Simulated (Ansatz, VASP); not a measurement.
# One calculation of ScIn3Rh, two programs

```
CELL_PARAMETERS angstrom
5.77252 0.00000 0.00000
-2.88626 4.99915 0.00000
0.00000 0.00000 4.49917
ATOMIC_POSITIONS crystal
Sc 0.00000 0.00000 0.00000
In 0.42209 0.00000 0.50000
In 0.00000 0.42209 0.50000
In 0.57791 0.57791 0.50000
Rh 0.00000 0.00000 0.50000
```

Alike in both runs: task single point; functional PBE; k mesh 3 × 3 × 4; occupations gaussian, width 0.1 eV; no spin polarisation.

|  | VASP | Ansatz |
| --- | --- | --- |
| version | VASP 6.6.1 | Ansatz 0.2.0 |
| potentials or method | VASP PAW PBE potentials, release 64 (Sc_sv, In_d, Rh_sv_GW), cutoff 620 eV | scalar-relativistic, plane waves, PAW |
| valence electrons in the cell | 67 | 67 |

Ansatz gave:

| Property | Result |
| --- | --- |
| gap on the k mesh at the Fermi level (eV) | none |
| pressure (GPa) | 12.1 |
| traceless stress, the component that is largest in VASP (GPa) | 0.75 |
| rms of the force components (eV/Å) | 1.105 |

Task: Which values does VASP return?

Result: gap on the k mesh at the Fermi level (eV): none; pressure (GPa): 12.3; traceless stress, the component that is largest in VASP (GPa): 1.04; rms of the force components (eV/Å): 1.110.

Atom by atom the forces differ by 0.005 eV/Å (rms over components). A gap of «none» marks a metal or a gap that the smearing closes.

The k mesh is coarse, so the values compare programs but aren't converged.
